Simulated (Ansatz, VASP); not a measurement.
**Au in VASP and in Ansatz**

The input INCAR:

```
SYSTEM = Au
PREC = Accurate
ENCUT = 600
EDIFF = 1E-6
ISMEAR = -1
SIGMA = 0.05
LREAL = .False.
LASPH = .True.
NELM = 60
ALGO = Fast
ISIF = 3
LWAVE = .False.
LCHARG = .False.
GGA = PS
IVDW = 13
IBRION = 2
NSW = 60
EDIFFG = -0.01
```

The input KPOINTS:

```
Automatic mesh
0
Gamma
  10 10 10
  0 0 0
```

File POSCAR:

```
Au
1.0
    2.7484100000      0.0000000000      0.0000000000
    0.0000000000      2.7484100000      0.0000000000
    0.0000000000      0.0000000000      2.7484100000
Au
1
Direct
    0.5000000000      0.5000000000      0.5000000000
```

File input.yaml:

```yaml
crystal:
  lattice:
    - [2.74841, 0.0, 0.0]
    - [0.0, 2.74841, 0.0]
    - [0.0, 0.0, 2.74841]
  atoms:
    - { symbol: Au, position: [0.5, 0.5, 0.5] }
hamiltonian:
  xc: pbesol
  pseudopotentials: { kind: paw }
  dispersion: d4
kpoints:
  mp_grid: { grid: [10, 10, 10] }
scf:
  occupations: { method: fermi_dirac, width: 0.05 }
output:
  forces: true
  stress: true
  eigenvalues: true
  write_density: true
  write_potential: true
  elf: true
  volumetric_format: npy
relax:
  f_tol: 0.01
  max_steps: 40
  cell: { stress_tol: 0.05 }
```

Alike in both runs: task relaxation of cell and atoms; functional PBEsol; dispersion D4; k mesh 10 × 10 × 10; occupations fermi-dirac, width 0.05 eV; no spin polarisation.

|  | VASP | Ansatz |
| --- | --- | --- |
| version | VASP 6.6.1 | Ansatz 0.2.0 |
| potentials or method | VASP PAW PBE potentials, release 64 (Au) | Ansatz PAW |
| plane-wave cutoff (eV) | 600 | 420 |
| valence electrons in the cell | 11 | 19 |

|  | VASP | Ansatz | Ansatz less VASP |
| --- | --- | --- | --- |
| gap on the k mesh at the Fermi level, each at its own relaxed structure (eV) | none | none | - |
| relaxed volume (Å³/atom) | 19.14 | 19.14 | +0.003 |
| relaxed cell length with the largest relative difference (Å) | 2.675 | 2.675 | +0.0001 |

VASP's potentials were made for PBE, not for PBEsol. A gap of «none» marks a metal or a gap that the smearing closes. VASP's potentials hold 11 valence electrons a cell and Ansatz's 19, so a difference there can come from the potentials and not from the codes.

Neither program's run includes spin-orbit coupling. Noted on Ansatz's run: the plane-wave basis is chosen anew once the cell has moved, so the energies of steps on either side of that aren't comparable.
